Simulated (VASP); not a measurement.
AlCu2: single point with PBE

AlCu2:

```
Al Cu
1.0
     2.76862    0.00000    0.00000
    -1.38431    2.39769    0.00000
     0.00000    0.00000   11.92662
Al Cu
2 4
Direct
  0.33333 0.66667 0.83248
  0.33333 0.66667 0.16752
  0.33333 0.66667 0.50000
  0.66667 0.33333 0.00000
  0.66667 0.33333 0.33320
  0.66667 0.33333 0.66680
```

```yaml
Program: VASP 6.6.1
Task: single point
Functional: PBE
Potentials_or_basis: VASP PAW PBE potentials, release 64 (Al, Cu)
Cutoff: 520 eV
k_mesh: 6 × 6 × 2
Occupations: gaussian, width 0.1 eV
Spin: no spin polarisation
```

The pressure is 0.4 GPa. The largest force is 0.007 eV/Å. The band gap on the k mesh is zero (bands 25 and 26 overlap by 2.13 eV).

Forces in eV/Å, atoms in the order of the input:
```
Al   0.000  0.000  0.003
Al   0.000  0.000 -0.003
Cu   0.000  0.000  0.000
Cu   0.000  0.000  0.000
Cu   0.000  0.000  0.007
Cu   0.000  0.000 -0.007
```

Stress tensor (GPa, compression positive):
```
0.33 0.00 0.00
0.00 0.33 0.00
0.00 0.00 0.49
```

Levels at points of the mesh, in eV from the Fermi level:
```tsv
k point	band 23	band 24	band 25	band 26	band 27	band 28
(0.00, 0.00, 0.00)	-2.22	-1.82	-1.82	-1.12	2.18	6.93
(0.50, 0.00, 0.00)	-1.57	-1.33	-0.86	0.41	1.57	1.70
(0.00, 0.00, 0.50)	-2.22	-2.05	-1.82	-1.82	3.61	4.79
(0.50, 0.00, 0.50)	-1.41	-1.23	-0.78	0.25	1.37	1.44
```

Run time: 50 s on 1 thread of Intel(R) Xeon(R) Platinum 8488C (Sapphire Rapids), with other jobs on the host, peak memory 0.22 GiB.

Caveat: the k points lie up to 0.44 Å⁻¹ apart, too coarse for converged energies and pressures of a metal.
